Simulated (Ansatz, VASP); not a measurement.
Sb2Se3 in VASP and in Ansatz

```
CELL_PARAMETERS angstrom
5.19358 0.00000 0.00000
0.00000 5.19358 0.00000
0.00000 0.00000 6.41997
ATOMIC_POSITIONS crystal
Sb 0.00000 0.00000 0.79222
Sb 0.50000 0.50000 0.15013
Se 0.50000 0.00000 0.95927
Se 0.00000 0.50000 0.95927
Se 0.00000 0.00000 0.40910
```

Change from the starting cell: species swapped into the Cu3Te2 type (P4mm, No. 99).

Alike in both runs: functional PBE; k mesh 3 × 3 × 2; occupations gaussian, width 0.15 eV; no spin polarisation.

Ansatz relaxed the structure, and its values are those at the end. VASP's run is a single point on that final structure, the one shown.

|  | VASP | Ansatz |
| --- | --- | --- |
| version | VASP 6.6.1 | Ansatz 0.2.0 |
| potentials or method | VASP PAW PBE potentials, release 64 (Sb, Se), cutoff 500 eV | scalar-relativistic, plane waves, PAW |
| valence electrons in the cell | 28 | 78 |

```csv
,VASP,Ansatz,Ansatz less VASP
gap on the k mesh at the Fermi level (eV),none,none,-
pressure (GPa),0.4,0.4,0.00
rms of the force components (eV/Å),0.028,0.016,-0.0113
```

A gap of «none» marks a metal or a gap that the smearing closes. VASP's potentials hold 28 valence electrons a cell and Ansatz's 78, so a difference there can come from the potentials and not from the codes.

The k mesh is coarse, so the values compare programs but aren't converged. Spin-orbit coupling is off throughout.
